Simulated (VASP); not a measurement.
Ir: single point with r2SCANh

Crystal: Ir.

```
Ir
1.0
     0.00000    1.94081    1.94081
     1.94081    0.00000    1.94081
     1.94081    1.94081    0.00000
Ir
1
Direct
  0.00000 0.00000 0.00000
```

| Item | Value |
| --- | --- |
| Program | VASP 6.6.1 |
| Task | single point |
| Functional | r2SCANh |
| Potentials or basis | VASP PAW PBE potentials, release 64 (Ir) |
| Cutoff | 520 eV |
| k mesh | 6 × 6 × 6 |
| Occupations | fermi-dirac, width 0.05 eV |
| Spin | no spin polarisation |
| Dipole correction | no |
| Grid for exact exchange (PRECFOCK) | Normal |
| Further INCAR settings | ALGO = Normal; EDIFF = 1e-07; NBANDS = 10 |

| Property | Result |
| --- | --- |
| Pressure | -11.4 GPa |

Levels at points of the mesh, in eV from the Fermi level:
```
           k point  band 1  band 2  band 3  band 4  band 5  band 6  band 7  band 8  band 9
(0.00, 0.00, 0.00)  -11.25   -3.72   -3.72   -3.72   -1.09   -1.09   16.20   21.92   21.92
(0.50, 0.00, 0.00)   -8.08   -3.90   -3.90   -0.32    1.57    1.57    8.34   15.79   21.65
(0.50, 0.50, 0.00)   -7.89   -7.28    1.33    2.19    2.19    2.46   11.71   13.17   13.17
```

Run time: 8.3 min on 1 thread of Intel(R) Xeon(R) Platinum 8259CL CPU @ 2.50GHz (Skylake/Cascade Lake), on a shared host, peak memory 0.15 GiB.

Caveat: the k points lie up to 0.47 Å⁻¹ apart; the PAW data sets were made with another functional, which shifts forces and pressure a little; spin-orbit coupling is left out, which moves the levels of the heavy elements.
